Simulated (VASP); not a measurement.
**FeO: single point with PBE**

FeO:

```
Fe O
1.0
     0.00000    2.15540    2.15540
     2.15540    0.00000    2.15540
     2.15540    2.15540    0.00000
Fe O
1 1
Direct
  0.00000 0.00000 0.00000
  0.50000 0.50000 0.50000
```

| Quantity | Value |
| --- | --- |
| Program | VASP 6.6.1 |
| Task | single point |
| Functional | PBE |
| Potentials or basis | VASP PAW PBE potentials, release 64 (Fe_sv, O) |
| Cutoff | 700 eV |
| k mesh | 11 × 11 × 11 |
| Occupations | fermi-dirac, width 0.05 eV |
| Spin | no spin polarisation |
| Dipole correction | no |
| Further INCAR settings | ALGO = Normal; EDIFF = 1e-06; NBANDS = 18 |

```json
{
  "Pressure": "-26.7 GPa",
  "Band gap on the k mesh": "zero (bands 11 and 12 overlap by 0.82 eV)"
}
```

Levels at points of the mesh, in eV from the Fermi level:
```csv
k point,band 7,band 8,band 9,band 10,band 11,band 12,band 13,band 14,band 15,band 16
"(0.00, 0.00, 0.00)",-3.68,-3.68,-1.28,-1.28,-1.28,-0.79,-0.79,0.95,16.04,18.16
```

Run time: 16 s on 1 thread of Intel(R) Xeon(R) 6975P-C (Granite Rapids) (shared host), peak memory 0.17 GiB.

Caveat: the cell stands under tension; the run has no spin polarisation, though such a crystal can be magnetic; semilocal functionals often make such compounds metallic where correlation or magnetic order opens a gap, which also shifts bond lengths. With open d or f shells a metallic result of PBE can be an artefact of self-interaction; +U or a hybrid may open a gap.
